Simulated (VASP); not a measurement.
Here is a VASP 6.6.1 calculation.

The input INCAR:

```
SYSTEM = LaNbO
  PREC = Accurate
  ENCUT = 600
  EDIFF = 1E-6
  ISMEAR = 0
  SIGMA = 0.1
  LREAL = .FALSE.
  LASPH = .TRUE.
  NELM = 60
  ALGO = Normal
  ISIF = 3
  LWAVE = .FALSE.
  LCHARG = .FALSE.
  GGA = PE
  IBRION = 2
  NSW = 100
  EDIFFG = -0.01
```

KPOINTS

```
regular mesh
0
G
  8 8 4
  0 0 0
```

Contents of POSCAR:

```
LaNbO
1.0
    3.6114563261      0.0000000000      0.0000000000
    0.0000000000      3.6114563261      0.0000000000
    0.0000000000      0.0000000000      8.3764138722
La Nb O
2 2 2
Direct
    0.5000000000      0.0000000000      0.8379421784
    0.0000000000      0.5000000000      0.1620578216
    0.0000000000      0.5000000000      0.5668554636
    0.5000000000      0.0000000000      0.4331445364
    0.0000000000      0.5000000000      0.8374688557
    0.5000000000      0.0000000000      0.1625311443
```

Potentials or basis: VASP PAW PBE potentials, release 64 (La, Nb_sv, O).

Command:

```bash
$ cat potpaw_PBE.64/La/POTCAR potpaw_PBE.64/Nb_sv/POTCAR potpaw_PBE.64/O/POTCAR > POTCAR
$ mpirun -np 1 vasp_std > vasp.out
```

(1) Estimate the band gap on the k mesh.

Answers

(1) zero (bands 30 and 31 overlap by 0.73 eV).

Caveat: spin-orbit coupling is left out, which moves the levels of the heavy elements.
